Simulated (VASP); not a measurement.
# FeB3Pt (Pm-3m) in VASP: single point with PBE

Aim: the single point of FeB3Pt with PBE.

All numbers are computed with VASP 6.6.1; they aren't measurements. Logs are shortened: lines on timing, memory, paths and dates and some standing lists are left out, and cuts for length are marked.

**1. The cell of the first run**

The structure is cubic, space group Pm-3m (No. 221). The conventional cell has a = 4.099 Å, b = 4.099 Å, c = 4.099 Å, α = 90.00°, β = 90.00°, γ = 90.00°. Fe (site symmetry m-3m) has 12 B at 2.90 Å and 8 Pt at 3.55 Å within 3.8 Å. B (site symmetry 4/mmm) has 2 Pt at 2.05 Å within 2.7 Å. Within 2.7 Å of Pt (site symmetry m-3m) lie 6 B at 2.05 Å.

The cell was generated, and may not be a known phase.

**2. Single point, PBE, collinear spin, ferromagnetic start**

INCAR

```
SYSTEM = FeB3Pt
PREC = Accurate
ENCUT = 520
EDIFF = 1E-6
ISMEAR = 0
SIGMA = 0.1
LREAL = .False.
LASPH = .True.
NELM = 150
ALGO = Normal
ISIF = 2
LWAVE = .False.
LCHARG = .True.
ISPIN = 2
MAGMOM = 3.39 0 0 0 0
LORBIT = 11
LMAXMIX = 4
GGA = PE
LELF = .True.
LVHAR = .True.
NBANDS = 26
```

KPOINTS

```
regular mesh
0
Gamma
  10 10 10
  0 0 0
```

POSCAR

```
FeB3Pt
1.0
    4.0988016415      0.0000000000      0.0000000000
    0.0000000000      4.0988016415      0.0000000000
    0.0000000000      0.0000000000      4.0988016415
Fe B Pt
1 3 1
Direct
    0.0000000000      0.0000000000      0.0000000000
    0.0000000000      0.5000000000      0.5000000000
    0.5000000000      0.5000000000      0.0000000000
    0.5000000000      0.0000000000      0.5000000000
    0.5000000000      0.5000000000      0.5000000000
```

Potentials or basis: VASP PAW PBE potentials, release 64 (Fe, B, Pt).

The run is started by

```
$ cat potpaw_PBE.64/Fe/POTCAR potpaw_PBE.64/B/POTCAR potpaw_PBE.64/Pt/POTCAR > POTCAR
$ mpirun -np 1 vasp_std > vasp.out
```

OUTCAR:

```text
SYSTEM = FeB3Pt
   PREC = Accurate
   ENCUT = 520
   EDIFF = 1E-6
   ISMEAR = 0
   LREAL = .False.
   LASPH = .True.
   NELM = 150
   ISIF = 2
   ISPIN = 2
   LORBIT = 11
   GGA = PE

 ion  position               nearest neighbor table
   1  0.000  0.000  0.000-
   2  0.000  0.500  0.500-   5 2.05   5 2.05
   3  0.500  0.500  0.000-   5 2.05   5 2.05
   4  0.500  0.000  0.500-   5 2.05   5 2.05
   5  0.500  0.500  0.500-   2 2.05   3 2.05   4 2.05   3 2.05   4 2.05   2 2.05

  LATTYP: Found a simple cubic cell.
 ALAT       =     4.0988016415

  Lattice vectors:

 A1 = (   4.0988016415,   0.0000000000,   0.0000000000)
 A2 = (   0.0000000000,   4.0988016415,   0.0000000000)
 A3 = (   0.0000000000,   0.0000000000,   4.0988016415)

Analysis of symmetry for initial positions (statically):
=====================================================================
 Subroutine PRICEL returns:
 Original cell was already a primitive cell.

 Routine SETGRP: Setting up the symmetry group for a
 simple cubic supercell.

 Subroutine GETGRP returns: Found 48 space group operations
 (whereof 48 operations were pure point group operations)
 out of a pool of 48 trial point group operations.

The static configuration has the point symmetry O_h .

Analysis of symmetry for dynamics (positions and initial velocities):
=====================================================================
 Subroutine PRICEL returns:
 Original cell was already a primitive cell.

 Routine SETGRP: Setting up the symmetry group for a
 simple cubic supercell.

 Subroutine GETGRP returns: Found 48 space group operations
 (whereof 48 operations were pure point group operations)
 out of a pool of 48 trial point group operations.

The dynamic configuration has the point symmetry O_h .

Analysis of structural, dynamic, and magnetic symmetry:
=====================================================================
 Subroutine PRICEL returns:
 Original cell was already a primitive cell.

 Routine SETGRP: Setting up the symmetry group for a
 simple cubic supercell.

 Subroutine GETGRP returns: Found 48 space group operations
 (whereof 48 operations were pure point group operations)
 out of a pool of 48 trial point group operations.

The overall configuration has the point symmetry O_h .

 Subroutine INISYM returns: Found 48 space group operations
 (whereof 48 operations are pure point group operations),
 and found     1 'primitive' translations

----------------------------------------------------------------------------------------

                                     Primitive cell

  volume of cell :      68.8606

  direct lattice vectors                    reciprocal lattice vectors
     4.098801641  0.000000000  0.000000000     0.243973748  0.000000000  0.000000000
     0.000000000  4.098801641  0.000000000     0.000000000  0.243973748  0.000000000
     0.000000000  0.000000000  4.098801641     0.000000000  0.000000000  0.243973748

  length of vectors
     4.098801641  4.098801641  4.098801641     0.243973748  0.243973748  0.243973748

  position of ions in fractional coordinates (direct lattice)
     0.000000000  0.000000000  0.000000000
     0.000000000  0.500000000  0.500000000
     0.500000000  0.500000000  0.000000000
     0.500000000  0.000000000  0.500000000
     0.500000000  0.500000000  0.500000000

  ion indices of the primitive-cell ions
   primitive index   ion index
                 1           1
                 2           2
                 3           3
                 4           4
                 5           5

----------------------------------------------------------------------------------------

 KPOINTS: regular mesh

Automatic generation of k-mesh.
 Grid dimensions read from file:
 generate k-points for:   10   10   10

 Generating k-lattice:

  Cartesian coordinates                     Fractional coordinates (reciprocal lattice)
     0.024397375  0.000000000  0.000000000     0.100000000  0.000000000  0.000000000
     0.000000000  0.024397375  0.000000000     0.000000000  0.100000000  0.000000000
     0.000000000  0.000000000  0.024397375     0.000000000  0.000000000  0.100000000

  Length of vectors
     0.024397375  0.024397375  0.024397375

  Shift w.r.t. Gamma in fractional coordinates (k-lattice)
     0.000000000  0.000000000  0.000000000

 Subroutine IBZKPT returns following result:
 ===========================================

 Found     56 irreducible k-points:

 Following reciprocal coordinates:
            Coordinates               Weight
  0.000000  0.000000  0.000000      1.000000
  0.100000  0.000000  0.000000      6.000000
  0.200000  0.000000  0.000000      6.000000
  0.300000  0.000000  0.000000      6.000000
  0.400000  0.000000  0.000000      6.000000
  0.500000  0.000000  0.000000      3.000000
[... 16 lines left out ...]
  0.200000  0.100000  0.100000     24.000000
  0.300000  0.100000  0.100000     24.000000
 [... further k-points ...]
   k-points           NKPTS =     56   k-points in BZ     NKDIM =     56   number of bands    NBANDS=     26
   number of dos      NEDOS =    301   number of ions     NIONS =      5
   total plane-waves  NPLWV =  27000
   dimension x,y,z NGX =    30 NGY =   30 NGZ =   30
   dimension x,y,z NGXF=    60 NGYF=   60 NGZF=   60
   ions per type =               1   3   1
   NGX,Y,Z   is equivalent  to a cutoff of  12.17, 12.17, 12.17 a.u.
   NGXF,Y,Z  is equivalent  to a cutoff of  24.34, 24.34, 24.34 a.u.
 SYSTEM =  FeB3Pt
   PREC   = accura    normal or accurate (medium, high low for compatibility)
   ISTART =      0    job   : 0-new  1-cont  2-samecut
   ICHARG =      2    charge: 1-file 2-atom 10-const
   ISPIN  =      2    spin polarized calculation?
   LNONCOLLINEAR =      F non collinear calculations
   LSORBIT =      F    spin-orbit coupling
   LASPH  =      T    aspherical Exc in radial PAW
   ENCUT  =  520.0 eV  38.22 Ry    6.18 a.u.   7.62  7.62  7.62*2*pi/ulx,y,z
   NELM   =    150;   NELMIN=  2; NELMDL= -5     # of ELM steps
   EDIFF  = 0.1E-05   stopping-criterion for ELM
   LREAL  =      F    real-space projection
   EDIFFG = 0.1E-04   stopping-criterion for IOM
   NSW    =      0    number of steps for IOM
   IBRION =     -1    ionic relax: 0-MD 1-quasi-New 2-CG
   NFREE  =      0    steps in history (QN), initial steepest desc. (CG)
   ISIF   =      2    stress and relaxation
   ISYM   =      2    0-nonsym 1-usesym 2-fastsym
   POTIM  = 0.5000    time-step for ionic-motion
   TEBEG  =    0.0;   TEEND  =   0.0 temperature during run
   PSTRESS=    0.0 pullay stress
   NELECT =      27.0000    total number of electrons
   NUPDOWN=      -1.0000    fix difference up-down
   EMIN   =  10.00;   EMAX   =-10.00  energy-range for DOS
   EFERMI =   0.00;   METHOD = LEGACY
   ISMEAR =     0;   SIGMA  =   0.10  broadening in eV -4-tet -1-fermi 0-gaus
   EFERMI_NEDOS =   21; number of points for ismear=-14 and -15
   IALGO  =     38    algorithm
   IMIX   =      4    mixing-type and parameters
     AMIX     =   0.40;   BMIX     =  1.00
     AMIX_MAG =   1.60;   BMIX_MAG =  1.00
  volume/ion in A,a.u.               =      13.77        92.94
  Fermi-wavevector in a.u.,A,eV,Ry     =   1.198227  2.264321 19.534544  1.435748
  Thomas-Fermi vector in A             =   2.334122
   LORBIT       =     11    0 simple, 1 ext, 2 COOP (PROOUT), +10 PAW based schemes
   GGA     = PE    functional components
   LHFCALC =     F    Hartree Fock is set to
   AEXX    =    0.0000 exact exchange contribution
   IVDW    =     0    specifies the selected vdW correction
   LEPSILON=     F    determine dielectric tensor
   LRPA    =     F    only Hartree local field effects (RPA)
 spin polarized calculation
 Gauss-broadening in eV      SIGMA  =   0.10
  energy-cutoff  :      520.00
  volume of cell :       68.86
 maximum number of plane-waves:      1868
   NGX = 15   NGY = 15   NGZ = 15

 number of electron      26.9999975 magnetization       2.7135456

 Free energy of the ion-electron system (eV)
  ---------------------------------------------------
  ext. energy  EPLUGINS =         0.00000000
  ---------------------------------------------------
  free energy    TOTEN  =       -27.28868100 eV

  energy without entropy =      -27.26867367  energy(sigma->0) =      -27.27867733

 E-fermi :   5.6331     XC(G=0): -10.8148

 val. band max:        5.6320106701   @ k =   0.5000   0.4000   0.0000
 cond. band min:       5.6356791084   @ k =   0.5000   0.5000   0.3000
 fundamental gap:      0.0036684383
 Fermi energy:         5.6330868384

 spin component 1

 k-point     1 :       0.0000    0.0000    0.0000
  band No.  band energies     occupation
      1      -6.1442      1.00000
      2      -3.2759      1.00000
      3      -3.2759      1.00000
      4       0.4665      1.00000
      5       0.4665      1.00000
      6       0.4665      1.00000
[... 17 lines left out ...]
     24      15.5412      0.00000
     25      15.5412      0.00000

 k-point     2 :       0.1000    0.0000    0.0000
  band No.  band energies     occupation
      1      -6.0677      1.00000
      2      -3.2633      1.00000
      3      -3.2538      1.00000
      4       0.3633      1.00000
      5       0.3633      1.00000
      6       0.4742      1.00000
[... 17 lines left out ...]
     24      15.3214      0.00000
     25      15.7457      0.00000
[... 586 lines left out ...]
     24      13.6321      0.00000
     25      15.3017      0.00000

 k-point    24 :       0.3000    0.1000    0.1000
  band No.  band energies     occupation
      1      -5.3731      1.00000
      2      -3.1455      1.00000
      3      -3.0231      1.00000
      4      -0.6913      1.00000
      5      -0.2281      1.00000
      6       0.0543      1.00000
[... 17 lines left out ...]
     24      13.1404      0.00000
     25      14.7958      0.00000

 [... further k-points ...]

 spin component 2

 k-point     1 :       0.0000    0.0000    0.0000
  band No.  band energies     occupation
      1      -6.2079      1.00000
      2      -3.3201      1.00000
      3      -3.3201      1.00000
      4       0.4472      1.00000
      5       0.4472      1.00000
      6       0.4472      1.00000
[... 17 lines left out ...]
     24      15.3448      0.00000
     25      15.3448      0.00000

 k-point     2 :       0.1000    0.0000    0.0000
  band No.  band energies     occupation
      1      -6.1316      1.00000
      2      -3.3074      1.00000
      3      -3.2986      1.00000
      4       0.3315      1.00000
      5       0.3315      1.00000
      6       0.4518      1.00000
[... 17 lines left out ...]
     24      15.2382      0.00000
     25      15.5407      0.00000
[... 586 lines left out ...]
     24      14.1535      0.00000
     25      15.3540      0.00000

 k-point    24 :       0.3000    0.1000    0.1000
  band No.  band energies     occupation
      1      -5.4390      1.00000
      2      -3.1877      1.00000
      3      -3.0707      1.00000
      4      -0.7011      1.00000
      5      -0.2895      1.00000
      6       0.0195      1.00000
[... 17 lines left out ...]
     24      13.6080      0.00000
     25      15.2045      0.00000

 [... further k-points ...]

 [bands above 25 left out]

------------------------ aborting loop because EDIFF is reached ----------------------------------------

  FORCE on cell =-STRESS in cart. coord.  units (eV):
  Direction    XX          YY          ZZ          XY          YZ          ZX
  --------------------------------------------------------------------------------------
  -------------------------------------------------------------------------------------
  Total       -0.0791076     -0.0791076     -0.0791076      0.0000000     -0.0000000      0.0000000
  in kB       -1.8405936     -1.8405936     -1.8405936      0.0000000     -0.0000000      0.0000000
  external PRESSURE =      -1.8405936 kB  Pullay stress =       0.0000000 kB

 VOLUME and BASIS-vectors are now :
 -----------------------------------------------------------------------------
  energy-cutoff  :      520.00
  volume of cell :       68.86
      direct lattice vectors                 reciprocal lattice vectors
     4.098801641  0.000000000  0.000000000     0.243973748  0.000000000  0.000000000
     0.000000000  4.098801641  0.000000000     0.000000000  0.243973748  0.000000000
     0.000000000  0.000000000  4.098801641     0.000000000  0.000000000  0.243973748

 POSITION                                       TOTAL-FORCE (eV/Angst)
 -----------------------------------------------------------------------------------
      0.00000      0.00000      0.00000         0.000000      0.000000      0.000000
      0.00000      2.04940      2.04940         0.000000      0.000000      0.000000
      2.04940      2.04940      0.00000         0.000000      0.000000      0.000000
      2.04940      0.00000      2.04940         0.000000      0.000000      0.000000
      2.04940      2.04940      2.04940         0.000000      0.000000      0.000000
 -----------------------------------------------------------------------------------
    total drift:                                0.000000      0.000000     -0.000000

  FREE ENERGIE OF THE ION-ELECTRON SYSTEM (eV)
  ---------------------------------------------------
  free  energy   TOTEN  =       -27.2886809987 eV

  energy  without entropy=      -27.2686736706  energy(sigma->0) =      -27.27867733

 total charge

# of ion       s       p       d       tot
------------------------------------------
    1        0.353   0.122   6.119   6.594
    2        0.761   0.846   0.000   1.607
    3        0.761   0.846   0.000   1.607
    4        0.761   0.846   0.000   1.607
    5        0.880   1.300   8.092  10.272
--------------------------------------------------
tot          3.516   3.961  14.211  21.688

 magnetization (x)

# of ion       s       p       d       tot
------------------------------------------
    1        0.074  -0.004   2.927   2.997
    2        0.003  -0.041   0.000  -0.038
    3        0.003  -0.041   0.000  -0.038
    4        0.003  -0.041   0.000  -0.038
    5        0.011   0.058  -0.079  -0.010
--------------------------------------------------
tot          0.094  -0.069   2.848   2.874
```

Run time: 5.2 min. Hardware: 1 thread of Intel Xeon 8259CL, shared host; peak memory 0.3 GiB.

What came out:

```
Free energy                                           : -27.2887 eV
Pressure                                              : -0.2 GPa
Net moment                                            : 2.71 μB per cell
Site moments                                          : Fe +3.00; B -0.04; Pt -0.01 μB
Valence electrons inside the program's atomic spheres : Fe 6.59; B 1.61; Pt 10.27
```

Caveat: spin-orbit coupling is left out, which moves the levels of the heavy elements; a cell with one magnetic atom can't hold antiferromagnetic order, which such compounds often take.
